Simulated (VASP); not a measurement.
# Pd (Fm-3m) in VASP: notebook

Pd is run at these levels: LDA; tasks: single point, relaxation of volume and atoms at fixed shape.

All numbers are computed with VASP 6.6.1; they aren't measurements. Logs are shortened: lines on timing, memory, paths and dates and some standing lists are left out, and cuts for length are marked.

## Step 1: The cell of the first run

The structure is cubic, space group Fm-3m (No. 225). The conventional cell has a = 3.842 Å, b = 3.842 Å, c = 3.842 Å, α = 90.00°, β = 90.00°, γ = 90.00°. Pd (site symmetry m-3m) has 12 Pd at 2.72 Å within 3.6 Å.

## Step 2: Single point, LDA

File INCAR:

```
PREC = Accurate
ENCUT = 520
EDIFF = 1E-6
ISMEAR = -1
SIGMA = 0.05
LREAL = False
LASPH = True
NELM = 60
ALGO = Normal
ISIF = 2
LWAVE = False
LCHARG = True
LELF = True
LVHAR = True
NBANDS = 11
```

File KPOINTS:

```
regular mesh
0
Gamma
  11 11 11
```

File POSCAR:

```
Pd
1.0
    0.0000000000      1.9210735705      1.9210735705
    1.9210735705      0.0000000000      1.9210735705
    1.9210735705      1.9210735705      0.0000000000
Pd
1
Direct
    0.0000000000      0.0000000000      0.0000000000
```

Potentials or basis: VASP PAW LDA potentials, release 64 (Pd).

Run with:

```sh
$ cat potpaw_LDA.64/Pd/POTCAR > POTCAR
$ mpirun -np 1 vasp_std > vasp.out
```

OUTCAR:

```text
PREC = Accurate
   ENCUT = 520
   EDIFF = 1E-6
   ISMEAR = -1
   LREAL = False
   LASPH = True
   NELM = 60
   ISIF = 2

 ion  position               nearest neighbor table
   1  0.000  0.000  0.000-

  LATTYP: Found a face centered cubic cell.
 ALAT       =     3.8421471410

  Lattice vectors:

 A1 = (   0.0000000000,   1.9210735705,   1.9210735705)
 A2 = (   1.9210735705,   0.0000000000,   1.9210735705)
 A3 = (   1.9210735705,   1.9210735705,   0.0000000000)

Analysis of symmetry for initial positions (statically):
=====================================================================
 Subroutine PRICEL returns:
 Original cell was already a primitive cell.

 Routine SETGRP: Setting up the symmetry group for a
 face centered cubic supercell.

 Subroutine GETGRP returns: Found 48 space group operations
 (whereof 48 operations were pure point group operations)
 out of a pool of 48 trial point group operations.

The static configuration has the point symmetry O_h .

Analysis of symmetry for dynamics (positions and initial velocities):
=====================================================================
 Subroutine PRICEL returns:
 Original cell was already a primitive cell.

 Routine SETGRP: Setting up the symmetry group for a
 face centered cubic supercell.

 Subroutine GETGRP returns: Found 48 space group operations
 (whereof 48 operations were pure point group operations)
 out of a pool of 48 trial point group operations.

The dynamic configuration has the point symmetry O_h .

 Subroutine INISYM returns: Found 48 space group operations
 (whereof 48 operations are pure point group operations),
 and found     1 'primitive' translations

----------------------------------------------------------------------------------------

                                     Primitive cell

  volume of cell :      14.1795

  direct lattice vectors                    reciprocal lattice vectors
     0.000000000  1.921073570  1.921073570    -0.260271136  0.260271136  0.260271136
     1.921073570  0.000000000  1.921073570     0.260271136 -0.260271136  0.260271136
     1.921073570  1.921073570  0.000000000     0.260271136  0.260271136 -0.260271136

  length of vectors
     2.716808298  2.716808298  2.716808298     0.450802831  0.450802831  0.450802831

  position of ions in fractional coordinates (direct lattice)
     0.000000000  0.000000000  0.000000000

  ion indices of the primitive-cell ions
   primitive index   ion index
                 1           1

----------------------------------------------------------------------------------------

 KPOINTS: regular mesh

Automatic generation of k-mesh.
 Grid dimensions read from file:
 generate k-points for:   11   11   11

 Generating k-lattice:

  Cartesian coordinates                     Fractional coordinates (reciprocal lattice)
    -0.023661012  0.023661012  0.023661012     0.090909091  0.000000000  0.000000000
     0.023661012 -0.023661012  0.023661012     0.000000000  0.090909091  0.000000000
     0.023661012  0.023661012 -0.023661012     0.000000000  0.000000000  0.090909091

  Length of vectors
     0.040982076  0.040982076  0.040982076

  Shift w.r.t. Gamma in fractional coordinates (k-lattice)
     0.000000000  0.000000000  0.000000000

 Subroutine IBZKPT returns following result:
 ===========================================

 Found     56 irreducible k-points:

 Following reciprocal coordinates:
            Coordinates               Weight
  0.000000  0.000000  0.000000      1.000000
  0.090909  0.000000  0.000000      8.000000
  0.181818  0.000000  0.000000      8.000000
  0.272727  0.000000  0.000000      8.000000
  0.363636  0.000000  0.000000      8.000000
  0.454545  0.000000  0.000000      8.000000
[... 16 lines left out ...]
 -0.272727  0.181818  0.000000     24.000000
 -0.181818  0.181818  0.000000     12.000000
 [... further k-points ...]
   k-points           NKPTS =     56   k-points in BZ     NKDIM =     56   number of bands    NBANDS=     11
   number of dos      NEDOS =    301   number of ions     NIONS =      1
   total plane-waves  NPLWV =   8000
   dimension x,y,z NGX =    20 NGY =   20 NGZ =   20
   dimension x,y,z NGXF=    40 NGYF=   40 NGZF=   40
   ions per type =               1
   NGX,Y,Z   is equivalent  to a cutoff of  12.24, 12.24, 12.24 a.u.
   NGXF,Y,Z  is equivalent  to a cutoff of  24.48, 24.48, 24.48 a.u.
 SYSTEM =  unknown system
   PREC   = accura    normal or accurate (medium, high low for compatibility)
   ISTART =      0    job   : 0-new  1-cont  2-samecut
   ICHARG =      2    charge: 1-file 2-atom 10-const
   ISPIN  =      1    spin polarized calculation?
   LNONCOLLINEAR =      F non collinear calculations
   LSORBIT =      F    spin-orbit coupling
   LASPH  =      T    aspherical Exc in radial PAW
   ENCUT  =  520.0 eV  38.22 Ry    6.18 a.u.   5.05  5.05  5.05*2*pi/ulx,y,z
   NELM   =     60;   NELMIN=  2; NELMDL= -5     # of ELM steps
   EDIFF  = 0.1E-05   stopping-criterion for ELM
   LREAL  =      F    real-space projection
   EDIFFG = 0.1E-04   stopping-criterion for IOM
   NSW    =      0    number of steps for IOM
   IBRION =     -1    ionic relax: 0-MD 1-quasi-New 2-CG
   NFREE  =      0    steps in history (QN), initial steepest desc. (CG)
   ISIF   =      2    stress and relaxation
   ISYM   =      2    0-nonsym 1-usesym 2-fastsym
   POTIM  = 0.5000    time-step for ionic-motion
   TEBEG  =    0.0;   TEEND  =   0.0 temperature during run
   PSTRESS=    0.0 pullay stress
   NELECT =      10.0000    total number of electrons
   NUPDOWN=      -1.0000    fix difference up-down
   EMIN   =  10.00;   EMAX   =-10.00  energy-range for DOS
   EFERMI =   0.00;   METHOD = LEGACY
   ISMEAR =    -1;   SIGMA  =   0.05  broadening in eV -4-tet -1-fermi 0-gaus
   EFERMI_NEDOS =   21; number of points for ismear=-14 and -15
   IALGO  =     38    algorithm
   IMIX   =      4    mixing-type and parameters
     AMIX     =   0.40;   BMIX     =  1.00
     AMIX_MAG =   1.60;   BMIX_MAG =  1.00
  volume/ion in A,a.u.               =      14.18        95.69
  Fermi-wavevector in a.u.,A,eV,Ry     =   1.457206  2.753719 28.891267  2.123448
  Thomas-Fermi vector in A             =   2.574034
   LORBIT       =      0    0 simple, 1 ext, 2 COOP (PROOUT), +10 PAW based schemes
   GGA     = CA    functional components
   LHFCALC =     F    Hartree Fock is set to
   AEXX    =    0.0000 exact exchange contribution
   IVDW    =     0    specifies the selected vdW correction
   LEPSILON=     F    determine dielectric tensor
   LRPA    =     F    only Hartree local field effects (RPA)
 non-spin polarized calculation
  energy-cutoff  :      520.00
  volume of cell :       14.18
 maximum number of plane-waves:       390
   NGX = 11   NGY = 11   NGZ = 11

 number of electron      10.0000005 magnetization

 Free energy of the ion-electron system (eV)
  ---------------------------------------------------
  ext. energy  EPLUGINS =         0.00000000
  ---------------------------------------------------
  free energy    TOTEN  =        -6.48758417 eV

  energy without entropy =       -6.46687209  energy(sigma->0) =       -6.47722813

 E-fermi :  10.3184     XC(G=0): -13.7581

 val. band max:       10.2978444471   @ k =  -0.4545   0.3636   0.0909
 cond. band min:      10.3344088841   @ k =   0.4545   0.1818   0.0000
 fundamental gap:      0.0365644370
 Fermi energy:        10.3184037374

 k-point     1 :       0.0000    0.0000    0.0000
  band No.  band energies     occupation
      1       2.7349      2.00000
      2       7.2371      2.00000
      3       7.2371      2.00000
      4       7.2371      2.00000
      5       8.9910      2.00000
      6       8.9910      2.00000
      7      27.4214      0.00000
      8      32.3674      0.00000
      9      32.3674      0.00000
     10      32.3674      0.00000
     11      35.9415      0.00000

 k-point     2 :       0.0909    0.0000    0.0000
  band No.  band energies     occupation
      1       3.0423      2.00000
      2       7.1279      2.00000
      3       7.3437      2.00000
      4       7.3437      2.00000
      5       8.9416      2.00000
      6       8.9416      2.00000
      7      27.7583      0.00000
      8      30.6815      0.00000
      9      32.7452      0.00000
     10      32.7452      0.00000
     11      35.9740      0.00000

 k-point     3 :       0.1818    0.0000    0.0000
  band No.  band energies     occupation
      1       3.8477      2.00000
      2       6.9709      2.00000
      3       7.5377      2.00000
      4       7.5377      2.00000
      5       8.9323      2.00000
      6       8.9323      2.00000
      7      27.3778      0.00000
      8      28.7495      0.00000
      9      33.7132      0.00000
     10      33.7132      0.00000
     11      35.9897      0.00000

 k-point     4 :       0.2727    0.0000    0.0000
  band No.  band energies     occupation
      1       4.6003      2.00000
      2       7.4063      2.00000
      3       7.5255      2.00000
      4       7.5255      2.00000
      5       9.2616      2.00000
      6       9.2616      2.00000
      7      24.2540      0.00000
      8      28.4085      0.00000
      9      34.2947      0.00000
     10      34.2947      0.00000
     11      35.9442      0.00000

 k-point     5 :       0.3636    0.0000    0.0000
  band No.  band energies     occupation
      1       4.7196      2.00000
      2       7.3460      2.00000
      3       7.3460      2.00000
      4       8.9854      2.00000
      5       9.8187      1.99991
      6       9.8187      1.99991
      7      20.9357      0.00000
      8      27.4958      0.00000
      9      32.8918      0.00000
     10      32.8918      0.00000
     11      36.0366      0.00000
[... 211 lines left out ...]
 k-point    21 :      -0.4545    0.1818    0.0000
  band No.  band energies     occupation
      1       5.2994      2.00000
      2       6.6366      2.00000
      3       7.8982      2.00000
      4       8.0030      2.00000
      5      10.2205      1.75257
      6      14.3504      0.00000
      7      17.8757      0.00000
      8      26.2644      0.00000
      9      29.5376      0.00000
     10      29.5397      0.00000
     11      35.9923      0.00000

 k-point    22 :      -0.3636    0.1818    0.0000
  band No.  band energies     occupation
      1       5.4488      2.00000
      2       6.7429      2.00000
      3       7.8642      2.00000
      4       7.8755      2.00000
      5       9.6819      1.99999
      6      13.4512      0.00000
      7      19.4203      0.00000
      8      25.7669      0.00000
      9      29.3774      0.00000
     10      31.2656      0.00000
     11      35.9887      0.00000

 k-point    23 :      -0.2727    0.1818    0.0000
  band No.  band energies     occupation
      1       5.6418      2.00000
      2       6.8444      2.00000
      3       7.2452      2.00000
      4       8.0028      2.00000
      5       8.9348      2.00000
      6      11.7960      0.00000
      7      22.6546      0.00000
      8      25.8205      0.00000
      9      30.0952      0.00000
     10      33.6832      0.00000
     11      35.0740      0.00000

 k-point    24 :      -0.1818    0.1818    0.0000
  band No.  band energies     occupation
      1       5.2902      2.00000
      2       6.4999      2.00000
      3       7.4520      2.00000
      4       8.2121      2.00000
      5       8.2768      2.00000
      6      10.4544      0.12355
      7      25.5932      0.00000
      8      26.6619      0.00000
      9      31.6731      0.00000
     10      32.9843      0.00000
     11      35.8154      0.00000

 [... further k-points ...]

------------------------ aborting loop because EDIFF is reached ----------------------------------------

  FORCE on cell =-STRESS in cart. coord.  units (eV):
  Direction    XX          YY          ZZ          XY          YZ          ZX
  --------------------------------------------------------------------------------------
  -------------------------------------------------------------------------------------
  Total        0.0255088      0.0255088      0.0255088      0.0000000      0.0000000      0.0000000
  in kB        2.8823009      2.8823009      2.8823009      0.0000000      0.0000000      0.0000000
  external PRESSURE =       2.8823009 kB  Pullay stress =       0.0000000 kB

 VOLUME and BASIS-vectors are now :
 -----------------------------------------------------------------------------
  energy-cutoff  :      520.00
  volume of cell :       14.18
      direct lattice vectors                 reciprocal lattice vectors
     0.000000000  1.921073570  1.921073570    -0.260271136  0.260271136  0.260271136
     1.921073570  0.000000000  1.921073570     0.260271136 -0.260271136  0.260271136
     1.921073570  1.921073570  0.000000000     0.260271136  0.260271136 -0.260271136

 POSITION                                       TOTAL-FORCE (eV/Angst)
 -----------------------------------------------------------------------------------
      0.00000      0.00000      0.00000         0.000000      0.000000      0.000000
 -----------------------------------------------------------------------------------
    total drift:                                0.000000      0.000000      0.000000

  FREE ENERGIE OF THE ION-ELECTRON SYSTEM (eV)
  ---------------------------------------------------
  free  energy   TOTEN  =        -6.4875841704 eV

  energy  without entropy=       -6.4668720902  energy(sigma->0) =       -6.47722813
```

Run time: 3.2 s. Hardware: 1 thread of Intel Xeon 6975P-C (Granite Rapids), shared host; peak memory 0.12 GiB.

Results:

```
Free energy            : -6.4876 eV
Pressure               : 0.3 GPa
Band gap on the k mesh : zero (band 5 reaches 10.55 eV, above the bottom of band 6 at 8.93 eV)
```

(Part 1 of 2 ends here.)
